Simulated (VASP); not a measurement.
A run of VASP 6.6.1 is set up as follows.

Contents of INCAR:

```
SYSTEM = Li
ALGO = Normal
EDIFF = 1E-6
ENCUT = 520
GGA = PE
ISIF = 2
ISMEAR = 1
LASPH = .TRUE.
LCHARG = .TRUE.
LELF = .TRUE.
LREAL = .FALSE.
LVHAR = .TRUE.
LWAVE = .FALSE.
NBANDS = 10
NELM = 100
PREC = Accurate
SIGMA = 0.1
```

The input KPOINTS:

```
k-points
0
G
  20 20 20
  0 0 0
```

The input POSCAR:

```
Li
1.0
    3.4341498903      0.0000000000      0.0000000000
    0.0000000000      3.4341498903      0.0000000000
    0.0000000000      0.0000000000      3.4341498903
Li
2
Direct
    0.0000000000      0.0000000000      0.0000000000
    0.5000000000      0.5000000000      0.5000000000
```

Potentials or basis: VASP PAW PBE potentials, release 64 (Li_sv).

Run with:

```bash
$ cat potpaw_PBE.64/Li_sv/POTCAR > POTCAR
$ mpirun -np 1 vasp_std > vasp.out
```

(1) Predict the band gap on the k mesh.

Results:

(1) zero (bands 3 and 4 overlap by 4.53 eV).
